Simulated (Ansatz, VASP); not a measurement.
Nb4N: VASP beside Ansatz

```xyz
5
Lattice="3.3111 0.0000 0.0000 0.0000 3.3111 0.0000 0.0000 0.0000 21.7993" Properties=species:S:1:pos:R:3 pbc="T T T"
Nb    1.6556    1.6556    4.0000
Nb    0.0000    0.0000    5.6556
Nb    1.6556    1.6556    7.2742
Nb    0.0000    0.0000    8.7993
N     1.6556    1.6556   12.9093
```

Alike in both runs: task single point; functional PBE; k mesh 8 × 8 × 1; occupations gaussian, width 0.1 eV; collinear spin.

```csv
,VASP,Ansatz
version,VASP 6.6.1,Ansatz 0.2.0
potentials or method,"VASP PAW PBE potentials, release 64 (Nb_sv, N), cutoff 520 eV","scalar-relativistic, plane waves, PAW"
valence electrons in the cell,57,57
```

```tsv
	VASP	Ansatz	Ansatz less VASP
gap on the k mesh at the Fermi level (eV)	none	none	-
rms of the force components (eV/Å)	0.280	0.267	-0.0126
net moment per atom (μB)	0.61	0.47	-0.141
size of the moment on the site where the two differ most (μB)	1.91	2.77	+0.867
```

The net moments are unlike, so the other rows may belong to different states. Site moments also hang on the region over which each program counts them. Atom by atom the forces differ by 0.020 eV/Å (rms over components). A gap of «none» marks a metal or a gap that the smearing closes. Ansatz's warnings: vacuum density over bound.
